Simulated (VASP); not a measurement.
The system is YSi2Ir2.

```
Y Si Ir
1.0
    -2.02500    2.02500    4.95250
     2.02500   -2.02500    4.95250
     2.02500    2.02500   -4.95250
Y Si Ir
1 2 2
Direct
  0.00000 0.00000 0.00000
  0.37500 0.37500 0.00000
  0.62500 0.62500 0.00000
  0.75000 0.25000 0.50000
  0.25000 0.75000 0.50000
```

```yaml
Program: VASP 6.6.1
Task: relaxation of cell and atoms
Functional: LDA
Potentials_or_basis: VASP PAW LDA potentials, release 64 (Y_sv, Si, Ir)
Cutoff: 600 eV
k_mesh: 8 × 8 × 8
Occupations: gaussian, width 0.1 eV
Spin: no spin polarisation
```

At the start: pressure -2.5 GPa; volume 16.25 Å³/atom.

Task: How do energy, volume and symmetry change on relaxing?

Result: Over 5 steps the energy falls by 9.5 meV/atom and the volume is 15.91 Å³/atom (-2.1 %); space group I4/mmm (No. 139, to 0.1 Å) before and after.

The path:
| step | energy change (eV) | largest force (eV/Å) | pressure (GPa) | volume (Å³) |
| --- | --- | --- | --- | --- |
| 1 | 0.0000 | 0.7760 | -2.54 | 81.23 |
| 2 | -0.0298 | 0.2905 | 3.95 | 78.24 |
| 3 | -0.0378 | 0.4624 | 1.81 | 79.16 |
| 4 | -0.0345 | 0.5601 | -1.76 | 79.97 |
| 5 | -0.0474 | 0.0073 | 0.08 | 79.53 |

Final structure:
```
Y Si Ir
1.0
    -2.00883    2.00883    4.92720
     2.00883   -2.00883    4.92720
     2.00883    2.00883   -4.92720
Y Si Ir
1 2 2
Direct
  0.00000 0.00000 0.00000
  0.37926 0.37926 0.00000
  0.62074 0.62074 0.00000
  0.75000 0.25000 0.50000
  0.25000 0.75000 0.50000
```
